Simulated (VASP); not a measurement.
# WSe2 (P1) in VASP: single point with PBEsol

Aim: the single point of WSe2 with PBEsol.

Everything below comes from runs of VASP 6.6.1. Logs are shortened: lines on timing, memory, paths and dates and some standing lists are left out, and cuts for length are marked.

**1. The cell of the first run**

The typed cell holds 6 atoms: a = 3.290 Å, b = 3.290 Å, c = 12.970 Å, α = 90.00°, β = 90.00°, γ = 120.00°.

**2. Single point, PBEsol (atom 3 (Se) moved -0.180 Å along Cartesian [1 -1 0])**

Contents of INCAR:

```
SYSTEM = WSe2
PREC = Accurate
ENCUT = 520
EDIFF = 1E-6
ISMEAR = 0
SIGMA = 0.05
LREAL = .FALSE.
LASPH = .TRUE.
NELM = 100
ALGO = Normal
ISIF = 2
LWAVE = .FALSE.
LCHARG = .TRUE.
GGA = PS
LELF = .TRUE.
LVHAR = .TRUE.
NBANDS = 35
```

Contents of KPOINTS:

```
regular mesh
0
G
  12 12 2
  0 0 0
```

Contents of POSCAR:

```
WSe2
1.0
    3.2899984505      0.0000000000      0.0000000000
   -1.6449992252      2.8492222365      0.0000000000
    0.0000000000      0.0000000000     12.9700000000
W Se
2 4
Direct
    0.3333333333      0.6666666667      0.2500000000
    0.6666666667      0.3333333333      0.7500000000
    0.3169824052      0.7113382332      0.6210000000
    0.6666666667      0.3333333333      0.1210000000
    0.3333333333      0.6666666667      0.8790000000
    0.6666666667      0.3333333333      0.3790000000
```

Potentials or basis: VASP PAW PBE potentials, release 64 (W_sv, Se).

On the command line:

```sh
cat potpaw_PBE.64/W_sv/POTCAR potpaw_PBE.64/Se/POTCAR > POTCAR
mpirun -np 1 vasp_std > vasp.out
```

OUTCAR:

```text
SYSTEM = WSe2
   PREC = Accurate
   ENCUT = 520
   EDIFF = 1E-6
   ISMEAR = 0
   LREAL = .FALSE.
   LASPH = .TRUE.
   NELM = 100
   ISIF = 2
   GGA = PS

 ion  position               nearest neighbor table
   1  0.333  0.667  0.250-   4 2.53   6 2.53   4 2.53   6 2.53   4 2.53   6 2.53
   2  0.667  0.333  0.750-   3 2.44   3 2.50   5 2.53   5 2.53   5 2.53   3 2.66
   3  0.317  0.711  0.621-   2 2.44   2 2.50   2 2.66
   4  0.667  0.333  0.121-   1 2.53   1 2.53   1 2.53
   5  0.333  0.667  0.879-   2 2.53   2 2.53   2 2.53
   6  0.667  0.333  0.379-   1 2.53   1 2.53   1 2.53

  LATTYP: Found a hexagonal cell.
 ALAT       =     3.2899984505
 C/A-ratio  =     3.9422510968

  Lattice vectors:

 A1 = (   3.2899984505,   0.0000000000,   0.0000000000)
 A2 = (  -1.6449992252,   2.8492222365,   0.0000000000)
 A3 = (   0.0000000000,   0.0000000000,  12.9700000000)

Analysis of symmetry for initial positions (statically):
=====================================================================
 Subroutine PRICEL returns:
 Original cell was already a primitive cell.

 Routine SETGRP: Setting up the symmetry group for a
 hexagonal supercell.

 Subroutine GETGRP returns: Found  1 space group operations
 (whereof  1 operations were pure point group operations)
 out of a pool of 24 trial point group operations.

The static configuration has the point symmetry C_1 .

Analysis of symmetry for dynamics (positions and initial velocities):
=====================================================================
 Subroutine PRICEL returns:
 Original cell was already a primitive cell.

 Routine SETGRP: Setting up the symmetry group for a
 hexagonal supercell.

 Subroutine GETGRP returns: Found  1 space group operations
 (whereof  1 operations were pure point group operations)
 out of a pool of 24 trial point group operations.

The dynamic configuration has the point symmetry C_1 .

 Subroutine INISYM returns: Found  1 space group operations
 (whereof  1 operations are pure point group operations),
 and found     1 'primitive' translations

----------------------------------------------------------------------------------------

                                     Primitive cell

  volume of cell :     121.5800

  direct lattice vectors                    reciprocal lattice vectors
     3.289998451  0.000000000  0.000000000     0.303951511  0.175486487  0.000000000
    -1.644999225  2.849222237  0.000000000     0.000000000  0.350972973  0.000000000
     0.000000000  0.000000000 12.970000000     0.000000000  0.000000000  0.077101002

  length of vectors
     3.289998451  3.289998450 12.970000000     0.350972973  0.350972973  0.077101002

  position of ions in fractional coordinates (direct lattice)
     0.333333333  0.666666667  0.250000000
     0.666666667  0.333333333  0.750000000
     0.316982405  0.711338233  0.621000000
     0.666666667  0.333333333  0.121000000
     0.333333333  0.666666667  0.879000000
     0.666666667  0.333333333  0.379000000

  ion indices of the primitive-cell ions
   primitive index   ion index
                 1           1
                 2           2
                 3           3
                 4           4
                 5           5
                 6           6

----------------------------------------------------------------------------------------

 KPOINTS: regular mesh

Automatic generation of k-mesh.
 Grid dimensions read from file:
 generate k-points for:   12   12    2

 Generating k-lattice:

  Cartesian coordinates                     Fractional coordinates (reciprocal lattice)
     0.025329293  0.014623874  0.000000000     0.083333333 -0.000000000  0.000000000
     0.000000000  0.029247748  0.000000000     0.000000000  0.083333333  0.000000000
     0.000000000  0.000000000  0.038550501     0.000000000  0.000000000  0.500000000

  Length of vectors
     0.029247748  0.029247748  0.038550501

  Shift w.r.t. Gamma in fractional coordinates (k-lattice)
     0.000000000  0.000000000  0.000000000

 Subroutine IBZKPT returns following result:
 ===========================================

 Found    148 irreducible k-points:

 Following reciprocal coordinates:
            Coordinates               Weight
  0.000000  0.000000  0.000000      1.000000
  0.083333 -0.000000  0.000000      2.000000
  0.000000  0.083333  0.000000      2.000000
 -0.083333  0.083333  0.000000      2.000000
  0.166667 -0.000000  0.000000      2.000000
  0.000000  0.166667  0.000000      2.000000
[... 16 lines left out ...]
  0.166667  0.083333  0.000000      2.000000
 -0.083333  0.250000  0.000000      2.000000
 [... further k-points ...]
   k-points           NKPTS =    148   k-points in BZ     NKDIM =    148   number of bands    NBANDS=     35
   number of dos      NEDOS =    301   number of ions     NIONS =      6
   total plane-waves  NPLWV =  55296
   dimension x,y,z NGX =    24 NGY =   24 NGZ =   96
   dimension x,y,z NGXF=    48 NGYF=   48 NGZF=  192
   ions per type =               2   4
   NGX,Y,Z   is equivalent  to a cutoff of  12.13, 12.13, 12.31 a.u.
   NGXF,Y,Z  is equivalent  to a cutoff of  24.25, 24.25, 24.61 a.u.
 SYSTEM =  WSe2
   PREC   = accura    normal or accurate (medium, high low for compatibility)
   ISTART =      0    job   : 0-new  1-cont  2-samecut
   ICHARG =      2    charge: 1-file 2-atom 10-const
   ISPIN  =      1    spin polarized calculation?
   LNONCOLLINEAR =      F non collinear calculations
   LSORBIT =      F    spin-orbit coupling
   LASPH  =      T    aspherical Exc in radial PAW
   ENCUT  =  520.0 eV  38.22 Ry    6.18 a.u.   6.12  6.12 24.12*2*pi/ulx,y,z
   NELM   =    100;   NELMIN=  2; NELMDL= -5     # of ELM steps
   EDIFF  = 0.1E-05   stopping-criterion for ELM
   LREAL  =      F    real-space projection
   EDIFFG = 0.1E-04   stopping-criterion for IOM
   NSW    =      0    number of steps for IOM
   IBRION =     -1    ionic relax: 0-MD 1-quasi-New 2-CG
   NFREE  =      0    steps in history (QN), initial steepest desc. (CG)
   ISIF   =      2    stress and relaxation
   ISYM   =      2    0-nonsym 1-usesym 2-fastsym
   POTIM  = 0.5000    time-step for ionic-motion
   TEBEG  =    0.0;   TEEND  =   0.0 temperature during run
   PSTRESS=    0.0 pullay stress
   NELECT =      52.0000    total number of electrons
   NUPDOWN=      -1.0000    fix difference up-down
   EMIN   =  10.00;   EMAX   =-10.00  energy-range for DOS
   EFERMI =   0.00;   METHOD = LEGACY
   ISMEAR =     0;   SIGMA  =   0.05  broadening in eV -4-tet -1-fermi 0-gaus
   EFERMI_NEDOS =   21; number of points for ismear=-14 and -15
   IALGO  =     38    algorithm
   IMIX   =      4    mixing-type and parameters
     AMIX     =   0.40;   BMIX     =  1.00
     AMIX_MAG =   1.60;   BMIX_MAG =  1.00
  volume/ion in A,a.u.               =      20.26       136.74
  Fermi-wavevector in a.u.,A,eV,Ry     =   1.233451  2.330885 20.699927  1.521402
  Thomas-Fermi vector in A             =   2.368181
   LORBIT       =      0    0 simple, 1 ext, 2 COOP (PROOUT), +10 PAW based schemes
   GGA     = PS    functional components
   LHFCALC =     F    Hartree Fock is set to
   AEXX    =    0.0000 exact exchange contribution
   IVDW    =     0    specifies the selected vdW correction
   LEPSILON=     F    determine dielectric tensor
   LRPA    =     F    only Hartree local field effects (RPA)
 non-spin polarized calculation
 Gauss-broadening in eV      SIGMA  =   0.05
  energy-cutoff  :      520.00
  volume of cell :      121.58
 maximum number of plane-waves:      3324
   NGX = 13   NGY = 13   NGZ = 49

 number of electron      51.9999992 magnetization

 Free energy of the ion-electron system (eV)
  ---------------------------------------------------
  ext. energy  EPLUGINS =         0.00000000
  ---------------------------------------------------
  free energy    TOTEN  =       -46.40637711 eV

  energy without entropy =      -46.40637711  energy(sigma->0) =      -46.40637711

 E-fermi :   6.3712     XC(G=0): -10.9105

 val. band max:        6.1355997547   @ k =   0.0000   0.0000   0.0000
 cond. band min:       7.0349930335   @ k =  -0.3333   0.1667   0.0000
 fundamental gap:      0.8993932787
 Fermi energy:         6.3712441738

 k-point     1 :       0.0000    0.0000    0.0000
  band No.  band energies     occupation
      1     -68.1575      2.00000
      2     -68.1522      2.00000
      3     -32.4100      2.00000
      4     -32.4064      2.00000
      5     -32.2840      2.00000
      6     -32.2753      2.00000
[... 27 lines left out ...]
     34       9.2704      0.00000
     35      10.6005      0.00000

 k-point     2 :       0.0833   -0.0000    0.0000
  band No.  band energies     occupation
      1     -68.1569      2.00000
      2     -68.1515      2.00000
      3     -32.4069      2.00000
      4     -32.4034      2.00000
      5     -32.2969      2.00000
      6     -32.2911      2.00000
[... 27 lines left out ...]
     34       9.2226      0.00000
     35      11.2232      0.00000

 k-point     3 :       0.0000    0.0833    0.0000
  band No.  band energies     occupation
      1     -68.1569      2.00000
      2     -68.1515      2.00000
      3     -32.4069      2.00000
      4     -32.4034      2.00000
      5     -32.2991      2.00000
      6     -32.2912      2.00000
[... 27 lines left out ...]
     34       9.1683      0.00000
     35      11.2097      0.00000

 k-point     4 :      -0.0833    0.0833    0.0000
  band No.  band energies     occupation
      1     -68.1569      2.00000
      2     -68.1515      2.00000
      3     -32.4071      2.00000
      4     -32.4034      2.00000
      5     -32.2909      2.00000
      6     -32.2882      2.00000
[... 27 lines left out ...]
     34       9.3945      0.00000
     35      11.2257      0.00000

 k-point     5 :       0.1667   -0.0000    0.0000
  band No.  band energies     occupation
      1     -68.1550      2.00000
      2     -68.1496      2.00000
      3     -32.3987      2.00000
      4     -32.3951      2.00000
      5     -32.3376      2.00000
      6     -32.3344      2.00000
[... 638 lines left out ...]
 k-point    22 :      -0.1667    0.0833    0.0000
  band No.  band energies     occupation
      1     -68.1556      2.00000
      2     -68.1502      2.00000
      3     -32.4016      2.00000
      4     -32.3977      2.00000
      5     -32.3198      2.00000
      6     -32.3121      2.00000
[... 27 lines left out ...]
     34       9.6069      0.00000
     35      12.0044      0.00000

 k-point    23 :       0.1667    0.0833    0.0000
  band No.  band energies     occupation
      1     -68.1533      2.00000
      2     -68.1479      2.00000
      3     -32.3918      2.00000
      4     -32.3879      2.00000
      5     -32.3767      2.00000
      6     -32.3689      2.00000
[... 27 lines left out ...]
     34       9.9400      0.00000
     35      12.6933      0.00000

 k-point    24 :      -0.0833    0.2500    0.0000
  band No.  band energies     occupation
      1     -68.1533      2.00000
      2     -68.1480      2.00000
      3     -32.3914      2.00000
      4     -32.3879      2.00000
      5     -32.3706      2.00000
      6     -32.3688      2.00000
[... 27 lines left out ...]
     34       9.9715      0.00000
     35      12.6873      0.00000

 [... further k-points ...]

------------------------ aborting loop because EDIFF is reached ----------------------------------------

  FORCE on cell =-STRESS in cart. coord.  units (eV):
  Direction    XX          YY          ZZ          XY          YZ          ZX
  --------------------------------------------------------------------------------------
  -------------------------------------------------------------------------------------
  Total       -1.2424917     -0.3097639      0.5371797      0.4743587      1.7452934     -1.3810126
  in kB      -16.3735212     -4.0820595      7.0789391      6.2510852     22.9994274    -18.1989454
  external PRESSURE =      -4.4588806 kB  Pullay stress =       0.0000000 kB

 VOLUME and BASIS-vectors are now :
 -----------------------------------------------------------------------------
  energy-cutoff  :      520.00
  volume of cell :      121.58
      direct lattice vectors                 reciprocal lattice vectors
     3.289998451  0.000000000  0.000000000     0.303951511  0.175486487  0.000000000
    -1.644999225  2.849222237  0.000000000     0.000000000  0.350972973  0.000000000
     0.000000000  0.000000000 12.970000000     0.000000000  0.000000000  0.077101002

 POSITION                                       TOTAL-FORCE (eV/Angst)
 -----------------------------------------------------------------------------------
     -0.00000      1.89948      3.24250        -0.004991      0.005808      0.000818
      1.64500      0.94974      9.72750        -1.005981      1.158768      0.304029
     -0.12728      2.02676      8.05437         0.941260     -1.128995     -0.246108
      1.64500      0.94974      1.56937         0.001534     -0.001845      0.071010
     -0.00000      1.89948     11.40063         0.074822     -0.041002     -0.057147
      1.64500      0.94974      4.91563        -0.006643      0.007265     -0.072602
 -----------------------------------------------------------------------------------
    total drift:                                0.000090      0.000021     -0.000019

  FREE ENERGIE OF THE ION-ELECTRON SYSTEM (eV)
  ---------------------------------------------------
  free  energy   TOTEN  =       -46.4063771105 eV

  energy  without entropy=      -46.4063771105  energy(sigma->0) =      -46.40637711
```

Run time: 3.4 min. Hardware: 1 thread of Intel Xeon 6975P-C (Granite Rapids), shared host; peak memory 0.59 GiB.

What came out:

```yaml
Free_energy: -46.4064 eV
Pressure: -0.4 GPa
Largest_force: 1.564 eV/Å
Band_gap_on_the_k_mesh: 0.90 eV (least direct gap 1.50 eV)
```

Forces in eV/Å, atoms in the order of the input:
```
W   -0.005  0.006  0.001
W   -1.006  1.159  0.304
Se   0.941 -1.129 -0.246
Se   0.002 -0.002  0.071
Se   0.075 -0.041 -0.057
Se  -0.007  0.007 -0.073
```

Caveat: the cell differs from its parent crystal (atom 3 (Se) moved -0.180 Å along Cartesian [1 -1 0]); the PAW data sets were made with another functional, which shifts forces and pressure a little; spin-orbit coupling is left out, which moves the levels of the heavy elements. A k mesh can miss the band edges.
